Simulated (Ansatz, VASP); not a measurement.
# One calculation of N, two programs

Contents of INCAR:

```
PREC     = Accurate       # precision mode
ENCUT    = 520            # plane-wave cutoff, eV
EDIFF    = 1E-6           # SCF threshold, eV
ISMEAR   = -1             # smearing method
SIGMA    = 0.02           # smearing width, eV
LREAL    = F              # projectors in reciprocal space
LASPH    = T              # aspherical terms in the spheres
NELM     = 60             # most SCF steps
ALGO     = Normal         # electronic algorithm
ISIF     = 2              # what is computed and relaxed
LWAVE    = F              # write WAVECAR
LCHARG   = T              # write CHGCAR
GGA      = PS             # functional
LELF     = T              # ELF
LVHAR    = T            
NBANDS   = 18             # bands
```

File KPOINTS:

```
Automatic mesh
0
Gamma
  4 4 4
```

The input POSCAR:

```
N
1.0
    5.6490000000      0.0000000000      0.0000000000
    0.0000000000      5.6490000000      0.0000000000
    0.0000000000      0.0000000000      5.5360200000
N
4
Direct
    0.0300000000      0.0300000000      0.0300000000
    0.4700000000      0.9700000000      0.5300000000
    0.5300000000      0.4700000000      0.9700000000
    0.9700000000      0.5300000000      0.4700000000
```

Input for Ansatz:

```yaml
crystal:
  lattice:
    - [5.649, 0.0, 0.0]
    - [0.0, 5.649, 0.0]
    - [0.0, 0.0, 5.53602]
  atoms:
    - { symbol: "N", position: [0.03, 0.03, 0.03] }
    - { symbol: "N", position: [0.47, 0.97, 0.53] }
    - { symbol: "N", position: [0.53, 0.47, 0.97] }
    - { symbol: "N", position: [0.97, 0.53, 0.47] }
kpoints:
  mp_grid: { grid: [4, 4, 4] }
  band_path:
    path:
      - [0.0, 0.0, 0.0]
      - [0.0, 0.0, 0.5]
      - [0.5, 0.0, 0.5]
      - [0.5, 0.0, 0.0]
      - [0.0, 0.0, 0.0]
      - [0.0, 0.5, 0.0]
      - [0.0, 0.5, 0.5]
      - [0.5, 0.5, 0.5]
      - [0.5, 0.5, 0.0]
    npoints: 5
scf:
  occupations: { method: fermi_dirac, width: 0.02 }
hamiltonian:
  xc: pbesol
  pseudopotentials: { kind: all_electron, lapw: { basis_error: 0.001 } }
output:
  forces: true
  stress: true
  eigenvalues: true
```

Change from the starting cell: zz strain of -2 %.

Alike in both runs: task single point; functional PBEsol; k mesh 4 × 4 × 4; occupations fermi-dirac, width 0.02 eV; no spin polarisation.

```csv
,VASP,Ansatz
version,VASP 6.6.1,Ansatz 0.2.0
potentials or method,"VASP PAW PBE potentials, release 64 (N), cutoff 520 eV","all-electron LAPW, scalar-relativistic"
```

|  | VASP | Ansatz | Ansatz less VASP |
| --- | --- | --- | --- |
| pressure (GPa) | -4.4 | -4.3 | +0.04 |
| traceless stress, the component that is largest in VASP (GPa) | -0.12 | -0.12 | 0.000 |
| rms of the force components (eV/Å) | 0.235 | 0.236 | +0.0006 |

VASP's potentials were made for PBE, not for PBEsol. Atom by atom the forces differ by 0.001 eV/Å (rms over components). Ansatz ran all-electron here, and VASP with PAW potentials.
